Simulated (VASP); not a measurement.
# Ag (Fm-3m) in VASP: notebook

The runs below take Ag through single point, with PBE.

Program: VASP 6.6.1. These are calculated values, not measurements. Logs are shortened: lines on timing, memory, paths and dates and some standing lists are left out, and cuts for length are marked.

### Step 1. The cell of the first run

Symmetry: Fm-3m, No. 225, cubic system. Conventional cell: a = 4.145 Å, b = 4.145 Å, c = 4.145 Å, α = 90.00°, β = 90.00°, γ = 90.00°. Within 3.9 Å of Ag (site symmetry m-3m) lie 12 Ag at 2.93 Å.

### Step 2. Single point, PBE, non-collinear spin, zero start, spin-orbit coupling

File INCAR:

```
SYSTEM = Ag
PREC = Accurate
ENCUT = 630
EDIFF = 1E-6
ISMEAR = -1
SIGMA = 0.15
LREAL = .False.
LASPH = .True.
NELM = 200
ALGO = Normal
ISIF = 2
LWAVE = .False.
LCHARG = .False.
MAGMOM = 0 0 0
LORBIT = 11
LSORBIT = .True.
GGA_COMPAT = .False.
LORBMOM = .True.
LMAXMIX = 4
GGA = PE
NBANDS = 30
```

File KPOINTS:

```
Automatic mesh
0
Gamma
  4 4 4
  0 0 0
```

File POSCAR:

```
Ag
1.0
    0.0000000000      2.0724000000      2.0724000000
    2.0724000000      0.0000000000      2.0724000000
    2.0724000000      2.0724000000      0.0000000000
Ag
1
Direct
    0.0000000000      0.0000000000      0.0000000000
```

Potentials or basis: VASP PAW PBE potentials, release 64 (Ag_sv_GW).

The run is started by

```console
> cat potpaw_PBE.64/Ag_sv_GW/POTCAR > POTCAR
> mpirun -np 1 vasp_ncl > vasp.out
```

OUTCAR:

```text
SYSTEM = Ag
   PREC = Accurate
   ENCUT = 630
   EDIFF = 1E-6
   ISMEAR = -1
   LREAL = .False.
   LASPH = .True.
   NELM = 200
   ISIF = 2
   LORBIT = 11
   LSORBIT = .True.
   GGA = PE

 ion  position               nearest neighbor table
   1  0.000  0.000  0.000-

  LATTYP: Found a face centered cubic cell.
 ALAT       =     4.1448000000

  Lattice vectors:

 A1 = (   0.0000000000,   2.0724000000,   2.0724000000)
 A2 = (   2.0724000000,   0.0000000000,   2.0724000000)
 A3 = (   2.0724000000,   2.0724000000,   0.0000000000)

Analysis of symmetry for initial positions (statically):
=====================================================================
 Subroutine PRICEL returns:
 Original cell was already a primitive cell.

 Routine SETGRP: Setting up the symmetry group for a
 face centered cubic supercell.

 Subroutine GETGRP returns: Found 48 space group operations
 (whereof 48 operations were pure point group operations)
 out of a pool of 48 trial point group operations.

The static configuration has the point symmetry O_h .

Analysis of symmetry for dynamics (positions and initial velocities):
=====================================================================
 Subroutine PRICEL returns:
 Original cell was already a primitive cell.

 Routine SETGRP: Setting up the symmetry group for a
 face centered cubic supercell.

 Subroutine GETGRP returns: Found 48 space group operations
 (whereof 48 operations were pure point group operations)
 out of a pool of 48 trial point group operations.

The dynamic configuration has the point symmetry O_h .

Analysis of structural, dynamic, and magnetic symmetry:
=====================================================================
 Subroutine PRICEL returns:
 Original cell was already a primitive cell.

 Routine SETGRP: Setting up the symmetry group for a
 face centered cubic supercell.

 Subroutine GETGRP returns: Found 48 space group operations
 (whereof 48 operations were pure point group operations)
 out of a pool of 48 trial point group operations.

The overall configuration has the point symmetry O_h .

 Subroutine INISYM returns: Found 48 space group operations
 (whereof 48 operations are pure point group operations),
 and found     1 'primitive' translations

----------------------------------------------------------------------------------------

                                     Primitive cell

  volume of cell :      17.8013

  direct lattice vectors                    reciprocal lattice vectors
     0.000000000  2.072400000  2.072400000    -0.241266165  0.241266165  0.241266165
     2.072400000  0.000000000  2.072400000     0.241266165 -0.241266165  0.241266165
     2.072400000  2.072400000  0.000000000     0.241266165  0.241266165 -0.241266165

  length of vectors
     2.930816187  2.930816187  2.930816187     0.417885256  0.417885256  0.417885256

  position of ions in fractional coordinates (direct lattice)
     0.000000000  0.000000000  0.000000000

  ion indices of the primitive-cell ions
   primitive index   ion index
                 1           1

----------------------------------------------------------------------------------------

 KPOINTS: Automatic mesh

Automatic generation of k-mesh.
 Grid dimensions read from file:
 generate k-points for:    4    4    4

 Generating k-lattice:

  Cartesian coordinates                     Fractional coordinates (reciprocal lattice)
    -0.060316541  0.060316541  0.060316541     0.250000000  0.000000000  0.000000000
     0.060316541 -0.060316541  0.060316541     0.000000000  0.250000000  0.000000000
     0.060316541  0.060316541 -0.060316541     0.000000000  0.000000000  0.250000000

  Length of vectors
     0.104471314  0.104471314  0.104471314

  Shift w.r.t. Gamma in fractional coordinates (k-lattice)
     0.000000000  0.000000000  0.000000000

 Subroutine IBZKPT returns following result:
 ===========================================

 Found      8 irreducible k-points:

 Following reciprocal coordinates:
            Coordinates               Weight
  0.000000  0.000000  0.000000      1.000000
  0.250000  0.000000  0.000000      8.000000
  0.500000  0.000000  0.000000      4.000000
  0.250000  0.250000  0.000000      6.000000
  0.500000  0.250000  0.000000     24.000000
 -0.250000  0.250000  0.000000     12.000000
  0.500000  0.500000  0.000000      3.000000
 -0.250000  0.500000  0.250000      6.000000
   k-points           NKPTS =      8   k-points in BZ     NKDIM =      8   number of bands    NBANDS=     30
   number of dos      NEDOS =    301   number of ions     NIONS =      1
   total plane-waves  NPLWV =  13824
   dimension x,y,z NGX =    24 NGY =   24 NGZ =   24
   dimension x,y,z NGXF=    48 NGYF=   48 NGZF=   48
   ions per type =               1
   NGX,Y,Z   is equivalent  to a cutoff of  13.61, 13.61, 13.61 a.u.
   NGXF,Y,Z  is equivalent  to a cutoff of  27.23, 27.23, 27.23 a.u.
 SYSTEM =  Ag
   PREC   = accura    normal or accurate (medium, high low for compatibility)
   ISTART =      0    job   : 0-new  1-cont  2-samecut
   ICHARG =      2    charge: 1-file 2-atom 10-const
   ISPIN  =      1    spin polarized calculation?
   LNONCOLLINEAR =      T non collinear calculations
   LSORBIT =      T    spin-orbit coupling
   LASPH  =      T    aspherical Exc in radial PAW
   ENCUT  =  630.0 eV  46.30 Ry    6.80 a.u.   6.00  6.00  6.00*2*pi/ulx,y,z
   NELM   =    200;   NELMIN=  2; NELMDL= -5     # of ELM steps
   EDIFF  = 0.1E-05   stopping-criterion for ELM
   LREAL  =      F    real-space projection
   EDIFFG = 0.1E-04   stopping-criterion for IOM
   NSW    =      0    number of steps for IOM
   IBRION =     -1    ionic relax: 0-MD 1-quasi-New 2-CG
   NFREE  =      0    steps in history (QN), initial steepest desc. (CG)
   ISIF   =      2    stress and relaxation
   ISYM   =      2    0-nonsym 1-usesym 2-fastsym
   POTIM  = 0.5000    time-step for ionic-motion
   TEBEG  =    0.0;   TEEND  =   0.0 temperature during run
   PSTRESS=    0.0 pullay stress
   NELECT =      19.0000    total number of electrons
   NUPDOWN=      -1.0000    fix difference up-down
   EMIN   =  10.00;   EMAX   =-10.00  energy-range for DOS
   EFERMI =   0.00;   METHOD = LEGACY
   ISMEAR =    -1;   SIGMA  =   0.15  broadening in eV -4-tet -1-fermi 0-gaus
   EFERMI_NEDOS =   21; number of points for ismear=-14 and -15
   IALGO  =     38    algorithm
   IMIX   =      4    mixing-type and parameters
     AMIX     =   0.40;   BMIX     =  1.00
     AMIX_MAG =   1.60;   BMIX_MAG =  1.00
  volume/ion in A,a.u.               =      17.80       120.13
  Fermi-wavevector in a.u.,A,eV,Ry     =   1.673051  3.161607 38.084052  2.799099
  Thomas-Fermi vector in A             =   2.758090
   LORBIT       =     11    0 simple, 1 ext, 2 COOP (PROOUT), +10 PAW based schemes
   GGA     = PE    functional components
   LHFCALC =     F    Hartree Fock is set to
   AEXX    =    0.0000 exact exchange contribution
   IVDW    =     0    specifies the selected vdW correction
   LEPSILON=     F    determine dielectric tensor
   LRPA    =     F    only Hartree local field effects (RPA)
  energy-cutoff  :      630.00
  volume of cell :       17.80
 maximum number of plane-waves:      1296
   NGX = 11   NGY = 11   NGZ = 11

 number of electron      19.0000000 magnetization       0.0000000      0.0000000      0.0000000

 number of electron      18.9999995 magnetization      -0.0000000     -0.0000000     -0.0000000

 number of electron      18.9999994 magnetization      -0.0000000      0.0000000     -0.0000000

 number of electron      18.9999994 magnetization       0.0000000     -0.0000000      0.0000000

 Free energy of the ion-electron system (eV)
  ---------------------------------------------------
  ext. energy  EPLUGINS =         0.00000000
  ---------------------------------------------------
  free energy    TOTEN  =        -0.89653957 eV

  energy without entropy =       -0.87562933  energy(sigma->0) =       -0.88608445

 E-fermi :   7.2025     XC(G=0): -12.2552

 val. band max:        6.4066311723   @ k =   0.5000   0.0000   0.0000
 cond. band min:       7.6685367765   @ k =   0.5000   0.2500   0.0000
 fundamental gap:      1.2619056041
 Fermi energy:         7.2025086479

 k-point     1 :       0.0000    0.0000    0.0000
  band No.  band energies     occupation
      1     -85.2019      1.00000
      2     -85.2019      1.00000
      3     -51.9771      1.00000
      4     -51.9771      1.00000
      5     -46.9951      1.00000
      6     -46.9951      1.00000
[... 22 lines left out ...]
     29      30.6931      0.00000
     30      30.6943      0.00000

 k-point     2 :       0.2500    0.0000    0.0000
  band No.  band energies     occupation
      1     -85.1950      1.00000
      2     -85.1950      1.00000
      3     -52.0010      1.00000
      4     -52.0010      1.00000
      5     -47.0508      1.00000
      6     -47.0508      1.00000
[... 22 lines left out ...]
     29      29.0226      0.00000
     30      29.0790      0.00000

 k-point     3 :       0.5000    0.0000    0.0000
  band No.  band energies     occupation
      1     -85.1880      1.00000
      2     -85.1880      1.00000
      3     -52.0250      1.00000
      4     -52.0250      1.00000
      5     -47.1054      1.00000
      6     -47.1054      1.00000
[... 22 lines left out ...]
     29      28.7700      0.00000
     30      28.8459      0.00000

 k-point     4 :       0.2500    0.2500    0.0000
  band No.  band energies     occupation
      1     -85.1927      1.00000
      2     -85.1927      1.00000
      3     -52.0087      1.00000
      4     -52.0087      1.00000
      5     -47.0548      1.00000
      6     -47.0548      1.00000
[... 22 lines left out ...]
     29      24.4820      0.00000
     30      24.4820      0.00000

 k-point     5 :       0.5000    0.2500    0.0000
  band No.  band energies     occupation
      1     -85.1858      1.00000
      2     -85.1858      1.00000
      3     -52.0324      1.00000
      4     -52.0324      1.00000
      5     -47.0993      1.00000
      6     -47.0993      1.00000
[... 22 lines left out ...]
     29      30.2160      0.00000
     30      30.2160      0.00000

 k-point     6 :      -0.2500    0.2500    0.0000
  band No.  band energies     occupation
      1     -85.1881      1.00000
      2     -85.1881      1.00000
      3     -52.0246      1.00000
      4     -52.0246      1.00000
      5     -47.0874      1.00000
      6     -47.0874      1.00000
[... 22 lines left out ...]
     29      28.9593      0.00000
     30      28.9593      0.00000

 k-point     7 :       0.5000    0.5000    0.0000
  band No.  band energies     occupation
      1     -85.1835      1.00000
      2     -85.1835      1.00000
      3     -52.0401      1.00000
      4     -52.0401      1.00000
      5     -47.1128      1.00000
      6     -47.1128      1.00000
[... 22 lines left out ...]
     29      23.3807      0.00000
     30      23.3807      0.00000

 k-point     8 :      -0.2500    0.5000    0.2500
  band No.  band energies     occupation
      1     -85.1835      1.00000
      2     -85.1835      1.00000
      3     -52.0400      1.00000
      4     -52.0400      1.00000
      5     -47.0986      1.00000
      6     -47.0986      1.00000
[... 22 lines left out ...]
     29      28.8130      0.00000
     30      28.8130      0.00000

------------------------ aborting loop because EDIFF is reached ----------------------------------------

  FORCE on cell =-STRESS in cart. coord.  units (eV):
  Direction    XX          YY          ZZ          XY          YZ          ZX
  --------------------------------------------------------------------------------------
  -------------------------------------------------------------------------------------
  Total        0.0577401      0.0577401      0.0577401     -0.0000000      0.0000000     -0.0000000
  in kB        5.1968185      5.1968185      5.1968185     -0.0000000      0.0000000     -0.0000000
  external PRESSURE =       5.1968185 kB  Pullay stress =       0.0000000 kB

 VOLUME and BASIS-vectors are now :
 -----------------------------------------------------------------------------
  energy-cutoff  :      630.00
  volume of cell :       17.80
      direct lattice vectors                 reciprocal lattice vectors
     0.000000000  2.072400000  2.072400000    -0.241266165  0.241266165  0.241266165
     2.072400000  0.000000000  2.072400000     0.241266165 -0.241266165  0.241266165
     2.072400000  2.072400000  0.000000000     0.241266165  0.241266165 -0.241266165

 POSITION                                       TOTAL-FORCE (eV/Angst)
 -----------------------------------------------------------------------------------
      0.00000      0.00000      0.00000         0.000000      0.000000      0.000000
 -----------------------------------------------------------------------------------
    total drift:                               -0.000000      0.000000     -0.000000

  FREE ENERGIE OF THE ION-ELECTRON SYSTEM (eV)
  ---------------------------------------------------
  free  energy   TOTEN  =        -0.8965395663 eV

  energy  without entropy=       -0.8756293281  energy(sigma->0) =       -0.88608445

 orbital moment (x)

 # of ion     p       d       f       tot
 ------------------------------------------------
  1         0.000  -0.000  -0.000  -0.000
 ------------------------------------------------
            0.000  -0.000  -0.000  -0.000

 orbital moment (y)

 # of ion     p       d       f       tot
 ------------------------------------------------
  1         0.000  -0.000  -0.000  -0.000
 ------------------------------------------------
            0.000  -0.000  -0.000  -0.000

 orbital moment (z)

 # of ion     p       d       f       tot
 ------------------------------------------------
  1         0.000   0.000   0.000   0.000
 ------------------------------------------------
            0.000   0.000   0.000   0.000

 Spin-Orbit-Coupling matrix elements

 Ion:    1  E_soc:     -0.7899909
 l=   1
     0.0000000    -0.1199398    -0.1199398
    -0.1199398     0.0000000    -0.1199398
    -0.1199398    -0.1199398     0.0000000
 l=   2
     0.0000000    -0.0024342     0.0000000    -0.0024342    -0.0092911
    -0.0024342     0.0000000    -0.0069683    -0.0024342    -0.0023228
     0.0000000    -0.0069683     0.0000000    -0.0069683     0.0000000
    -0.0024342    -0.0024342    -0.0069683     0.0000000    -0.0023228
    -0.0092911    -0.0023228     0.0000000    -0.0023228     0.0000000
 l=   3
     0.0000000    -0.0000000     0.0000000     0.0000000     0.0000000    -0.0000000    -0.0000000
    -0.0000000     0.0000000    -0.0000000     0.0000000    -0.0000000    -0.0000000    -0.0000000
     0.0000000    -0.0000000     0.0000000    -0.0000000    -0.0000000    -0.0000000     0.0000000
     0.0000000     0.0000000    -0.0000000     0.0000000    -0.0000000     0.0000000     0.0000000
     0.0000000    -0.0000000    -0.0000000    -0.0000000     0.0000000    -0.0000000     0.0000000
    -0.0000000    -0.0000000    -0.0000000     0.0000000    -0.0000000     0.0000000    -0.0000000
    -0.0000000    -0.0000000     0.0000000     0.0000000     0.0000000    -0.0000000     0.0000000

 total charge

# of ion       s       p       d       f       tot
--------------------------------------------------
    1        2.170   6.058   8.459   0.005  16.692

 magnetization (x)

# of ion       s       p       d       f       tot
--------------------------------------------------
    1       -0.000  -0.000  -0.000  -0.000  -0.000

 magnetization (y)

# of ion       s       p       d       f       tot
--------------------------------------------------
    1       -0.000  -0.000  -0.000   0.000  -0.000

 magnetization (z)

# of ion       s       p       d       f       tot
--------------------------------------------------
    1       -0.000  -0.000   0.000  -0.000   0.000
```

Wall time 11 s (1 thread of Intel Xeon Platinum 8488C (Sapphire Rapids), shared host); peak memory 0.2 GiB.

What came out:

```
Free energy                                           : -0.8965 eV
Pressure                                              : 0.5 GPa
Net moment                                            : 0.00 μB per cell
Valence electrons inside the program's atomic spheres : Ag 16.69
```

Moments on the atoms (μB; x, y, z):
```
Ag  0.00 0.00 0.00
```

Caveat: the k points lie up to 0.66 Å⁻¹ apart.

### Step 3. Single point, PBE

File INCAR:

```
  PREC = Accurate
  ENCUT = 630
  EDIFF = 1E-6
  ISMEAR = -1
  SIGMA = 0.15
  LREAL = False
  LASPH = True
  NELM = 120
  ALGO = Normal
  ISIF = 2
  LWAVE = False
  LCHARG = False
  GGA = PE
  NBANDS = 16
  GGA_COMPAT = False
```

File KPOINTS:

```
regular mesh
0
Gamma
  4 4 4
```

POSCAR is that of step 2.

Potentials or basis: VASP PAW PBE potentials, release 64 (Ag_sv_GW).

The run is started by

```console
> cat potpaw_PBE.64/Ag_sv_GW/POTCAR > POTCAR
> mpirun -np 1 vasp_std > vasp.out
```

Wall time 5.3 s (1 thread of Intel Xeon Platinum 8488C (Sapphire Rapids), shared host); peak memory 0.14 GiB.

It converged, with:

```yaml
Free_energy: -0.5024 eV
Pressure: 0.6 GPa
Band_gap_on_the_k_mesh: zero (an odd number of electrons rules out a gap without spin polarisation)
```

Levels at points of the mesh, in eV from the Fermi level:
```tsv
k point	band 8	band 9	band 10	band 11	band 12	band 13
(0.00, 0.00, 0.00)	-5.14	-4.18	-4.18	15.30	18.63	18.63
(0.50, 0.00, 0.00)	-3.44	-3.44	-0.79	2.87	14.56	16.87
(0.50, 0.50, 0.00)	-3.25	-3.25	1.14	5.91	9.93	9.93
```

Caveat: the k points lie up to 0.66 Å⁻¹ apart, too coarse for converged energies and pressures of a metal.

The gap in the log of VASP goes by the Fermi energy; the results here count the filled bands.